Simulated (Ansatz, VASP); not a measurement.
**One calculation of MgO, two programs**

INCAR

```
PREC     = Accurate       # precision mode
ENCUT    = 520            # plane-wave cutoff, eV
EDIFF    = 1E-7           # SCF threshold, eV
ISMEAR   = 0              # smearing method
SIGMA    = 0.01           # smearing width, eV
LREAL    = F              # projectors in reciprocal space
LASPH    = T              # aspherical terms in the spheres
NELM     = 80             # most SCF steps
ALGO     = Normal         # electronic algorithm
ISIF     = 2              # what is computed and relaxed
LWAVE    = F              # write WAVECAR
LCHARG   = F              # write CHGCAR
GGA      = PE             # functional
NBANDS   = 11             # bands
```

KPOINTS

```
regular mesh
0
Gamma
  10 10 10
```

File POSCAR:

```
MgO
1.0
    0.0000000000      2.1267948278      2.1267948278
    2.1267948278      0.0000000000      2.1267948278
    2.1267948278      2.1267948278      0.0000000000
Mg O
1 1
Direct
    0.0000000000      0.0000000000      0.0000000000
    0.5000000000      0.5000000000      0.5000000000
```

Input for Ansatz:

```yaml
crystal:
  lattice:
    - [0.0, 2.1267948278, 2.1267948278]
    - [2.1267948278, 0.0, 2.1267948278]
    - [2.1267948278, 2.1267948278, 0.0]
  atoms:
    - { symbol: Mg, position: [0.0, 0.0, 0.0] }
    - { symbol: O, position: [0.5, 0.5, 0.5] }
basis:
  ecutwfc: 420
  xc_grid: 2
kpoints:
  mp_grid: { grid: [10, 10, 10] }
  band_path: { path: [VBM, CBM], npoints: 2 }
hamiltonian:
  xc: pbe
scf:
  occupations: { method: gaussian, width: 0.01 }
output:
  forces: true
  stress: true
  eigenvalues: true
```

Alike in both runs: task single point; functional PBE; k mesh 10 × 10 × 10; occupations gaussian, width 0.01 eV; no spin polarisation.

```csv
,VASP,Ansatz
version,VASP 6.6.1,Ansatz 0.2.0
potentials or method,"VASP PAW PBE potentials, release 64 (Mg, O), cutoff 520 eV","scalar-relativistic, plane waves, PAW"
valence electrons in the cell,8,16
```

|  | VASP | Ansatz | Ansatz less VASP |
| --- | --- | --- | --- |
| gap on the k mesh at the Fermi level (eV) | 4.45 | 4.46 | +0.017 |
| least direct gap on the mesh (eV) | 4.45 | 4.46 | +0.017 |
| pressure (GPa) | -0.7 | 0.0 | +0.73 |

VASP's potentials hold 8 valence electrons a cell and Ansatz's 16, so a difference there can come from the potentials and not from the codes.
